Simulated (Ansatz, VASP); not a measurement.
Two plane-wave programs on Na3AlO3

The input INCAR:

```
  PREC = Accurate
  ENCUT = 520
  EDIFF = 1E-6
  ISMEAR = 0
  SIGMA = 0.1
  LREAL = False
  LASPH = True
  NELM = 60
  ALGO = Normal
  ISIF = 2
  LWAVE = False
  LCHARG = False
  GGA = PE
  NBANDS = 55
```

KPOINTS

```
regular mesh
0
Gamma
  4 4 4
```

Contents of POSCAR:

```
Na3AlO3
1.0
    1.4147362629      0.0000000000     -5.3355472157
    5.8882200388      0.0000000000     -0.0010179855
    2.9441100194     -6.3941144370     -0.0005089927
Na Al O
6 2 6
Direct
    0.5000000000      0.2401156140      0.5197687721
    0.5000000000      0.7598843860      0.4802312279
    0.5292769482      0.2333746701      0.0000000000
    0.4707230518      0.7666253299      0.0000000000
    1.0000000000      0.3327053154      0.3345893692
    0.0000000000      0.6672946846      0.6654106308
    0.0000000000      0.9003201716      0.1993596568
    1.0000000000      0.0996798284      0.8006403432
    0.2338168194      0.6266558138      0.3334336132
    0.7661831806      0.0399105730      0.3334336132
    0.8482973467      0.8574240616      0.0000000000
    0.2338168194      0.9600894270      0.6665663868
    0.7661831806      0.3733441862      0.6665663868
    0.1517026533      0.1425759384      0.0000000000
```

Input for Ansatz:

```yaml
crystal:
  lattice:
    - [1.4147362629, 0.0, -5.3355472157]
    - [5.8882200388, 0.0, -0.0010179855]
    - [2.9441100194, -6.394114437, -0.0005089927]
  atoms:
    - { symbol: Na, position: [0.5, 0.240115614, 0.5197687721] }
    - { symbol: Na, position: [0.5, 0.759884386, 0.4802312279] }
    - { symbol: Na, position: [0.5292769482, 0.2333746701, 0.0] }
    - { symbol: Na, position: [0.4707230518, 0.7666253299, 0.0] }
    - { symbol: Na, position: [1.0, 0.3327053154, 0.3345893692] }
    - { symbol: Na, position: [0.0, 0.6672946846, 0.6654106308] }
    - { symbol: Al, position: [0.0, 0.9003201716, 0.1993596568] }
    - { symbol: Al, position: [1.0, 0.0996798284, 0.8006403432] }
    - { symbol: O, position: [0.2338168194, 0.6266558138, 0.3334336132] }
    - { symbol: O, position: [0.7661831806, 0.039910573, 0.3334336132] }
    - { symbol: O, position: [0.8482973467, 0.8574240616, 0.0] }
    - { symbol: O, position: [0.2338168194, 0.960089427, 0.6665663868] }
    - { symbol: O, position: [0.7661831806, 0.3733441862, 0.6665663868] }
    - { symbol: O, position: [0.1517026533, 0.1425759384, 0.0] }
basis:
  ecutwfc: 420
kpoints:
  mp_grid: { grid: [4, 4, 4] }
hamiltonian:
  xc: pbe
scf:
  occupations: { method: gaussian, width: 0.1 }
  lower_state_search: "off"
output:
  forces: true
  stress: true
  eigenvalues: true
```

Alike in both runs: task single point; functional PBE; k mesh 4 × 4 × 4; occupations gaussian, width 0.1 eV; no spin polarisation.

```csv
,VASP,Ansatz
version,VASP 6.6.1,Ansatz 0.2.0
potentials or method,"VASP PAW PBE potentials, release 64 (Na_pv, Al, O), cutoff 520 eV","scalar-relativistic, plane waves, PAW"
valence electrons in the cell,84,96
```

```tsv
	VASP	Ansatz	Ansatz less VASP
gap on the k mesh at the Fermi level (eV)	2.51	2.52	+0.007
least direct gap on the mesh (eV)	2.54	2.55	+0.006
pressure (GPa)	0.1	0.0	-0.07
rms of the force components (eV/Å)	0.006	0.002	-0.0042
```

Atom by atom the forces differ by 0.005 eV/Å (rms over components). VASP's potentials hold 84 valence electrons a cell and Ansatz's 96, so a difference there can come from the potentials and not from the codes.
